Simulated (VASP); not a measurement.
KMgF3: single point with PBE

KMgF3:

```
K Mg F
1.0
     4.01323    0.00000    0.00000
     0.00000    4.01323    0.00000
     0.00000    0.00000    4.01323
K Mg F
1 1 3
Direct
  0.50000 0.50000 0.50000
  0.00000 0.00000 0.00000
  0.50000 0.00000 0.00000
  0.00000 0.50000 0.00000
  0.00000 0.00000 0.50000
```

This cell differs from its parent crystal: volume changed by -3%.

```
Program             : VASP 6.6.1
Task                : single point
Functional          : PBE
Potentials or basis : VASP PAW PBE potentials, release 64 (K_sv, Mg, F)
Cutoff              : 520 eV
k mesh              : 6 × 6 × 6
Occupations         : gaussian, width 0.01 eV
Spin                : no spin polarisation
```

- Pressure: 1.7 GPa
- Band gap on the k mesh: 7.15 eV, indirect (least direct gap 7.47 eV)

Levels at points of the mesh, in eV from the valence-band top:
| k point | band 13 | band 14 | band 15 | band 16 | band 17 | band 18 | band 19 | band 20 |
| --- | --- | --- | --- | --- | --- | --- | --- | --- |
| (0.00, 0.00, 0.00) | -0.60 | -0.32 | -0.32 | -0.32 | 7.15 | 10.05 | 10.05 | 12.18 |
| (0.50, 0.00, 0.00) | -0.84 | -0.84 | -0.52 | -0.52 | 9.99 | 10.24 | 11.07 | 12.72 |
| (0.50, 0.50, 0.00) | -1.00 | -0.88 | -0.88 | -0.02 | 10.79 | 11.60 | 12.44 | 12.44 |
| (0.50, 0.50, 0.50) | -1.10 | 0.00 | 0.00 | 0.00 | 10.36 | 10.36 | 10.36 | 13.82 |

Run time: 66 s on 1 thread of AMD EPYC 7R13 (shared host), peak memory 0.15 GiB.

 A k mesh can miss the band edges.
